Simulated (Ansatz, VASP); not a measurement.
One calculation of GdIn, two programs

File INCAR:

```
ALGO = Normal
EDIFF = 1E-6
EDIFFG = -0.005
ENCUT = 600
GGA = PS
IBRION = 2
ISIF = 3
ISMEAR = -1
ISPIN = 2
LASPH = True
LCHARG = False
LMAXMIX = 6
LORBIT = 11
LREAL = False
LWAVE = False
MAGMOM = 7 0
NELM = 150
NSW = 100
PREC = Accurate
SIGMA = 0.05
```

The input KPOINTS:

```
k-points
0
Gamma
  9 9 9
```

Contents of POSCAR:

```
GdIn
1.0
    3.8300000000      0.0000000000      0.0000000000
    0.0000000000      3.8300000000      0.0000000000
    0.0000000000      0.0000000000      3.8300000000
Gd In
1 1
Direct
    0.0000000000      0.0000000000      0.0000000000
    0.5000000000      0.5000000000      0.5000000000
```

Input for Ansatz:

```yaml
crystal:
  lattice:
    - [3.83, 0.0, 0.0]
    - [0.0, 3.83, 0.0]
    - [0.0, 0.0, 3.83]
  atoms:
    - { symbol: Gd, position: [0.0, 0.0, 0.0], spin: 7.0 }
    - { symbol: In, position: [0.5, 0.5, 0.5] }
magnetization:
  spin_polarized: true
kpoints:
  mp_grid: { grid: [9, 9, 9] }
scf:
  occupations: { method: fermi_dirac, width: 0.05 }
hamiltonian:
  xc: pbesol
  pseudopotentials: { kind: all_electron, lapw: { basis_error: 0.001 } }
output:
  forces: true
  stress: true
relax:
  f_tol: 0.005
  max_steps: 80
  cell: {}
```

Alike in both runs: task relaxation of cell and atoms; functional PBEsol; k mesh 9 × 9 × 9; occupations fermi-dirac, width 0.05 eV; collinear spin.

|  | VASP | Ansatz |
| --- | --- | --- |
| version | VASP 6.6.1 | Ansatz 0.2.0 |
| potentials or method | VASP PAW PBE potentials, release 64 (Gd, In_d), cutoff 600 eV | all-electron LAPW, scalar-relativistic |

|  | VASP | Ansatz | Ansatz less VASP |
| --- | --- | --- | --- |
| net moment per atom (μB) | 3.60 | 3.60 | -0.001 |
| size of the moment on the site where the two differ most (μB) | 6.85 | 7.10 | +0.258 |
| relaxed volume (Å³/atom) | 26.26 | 26.25 | -0.004 |
| relaxed cell length with the largest relative difference (Å) | 3.745 | 3.745 | -0.0002 |

VASP's potentials were made for PBE, not for PBEsol. Site moments also hang on the region over which each program counts them. Ansatz ran all-electron here, and VASP with PAW potentials.

Neither program's run includes spin-orbit coupling.
